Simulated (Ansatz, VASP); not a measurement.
# Two plane-wave programs on CoO

```
CELL_PARAMETERS angstrom
1.50547 0.86918 2.43993
-1.50547 0.86918 2.43993
0.00000 -1.73837 2.43993
ATOMIC_POSITIONS crystal
Co 0.00000 0.00000 0.00000
O 0.50000 0.50000 0.50000
```

Alike in both runs: functional BLYP; k mesh 11 × 11 × 11; occupations fermi-dirac, width 0.05 eV; collinear spin.

|  | VASP | Ansatz |
| --- | --- | --- |
| version | VASP 6.6.1 | Ansatz 0.2.0 |
| potentials or method | VASP PAW PBE potentials, release 64 (Co, O) | Ansatz PAW |
| plane-wave cutoff (eV) | 520 | 420 |
| valence electrons in the cell | 15 | 23 |
| task | single point | band structure |

|  | VASP | Ansatz | Ansatz less VASP |
| --- | --- | --- | --- |
| gap on the k mesh at the Fermi level (eV) | none | none | - |
| pressure (GPa) | 6.2 | 6.8 | +0.67 |
| traceless stress, the component that is largest in VASP (GPa) | -0.23 | -0.26 | -0.023 |
| net moment per atom (μB) | 1.36 | 1.39 | +0.030 |
| size of the moment on the site where the two differ most (μB) | 2.42 | 2.38 | -0.036 |

VASP's potentials were made for PBE, not for BLYP. Site moments also hang on the region over which each program counts them. A gap of «none» marks a metal or a gap that the smearing closes. The functional is the same, so the differences come from potentials, cutoffs and numerics. VASP's potentials hold 15 valence electrons a cell and Ansatz's 23, so a difference there can come from the potentials and not from the codes.
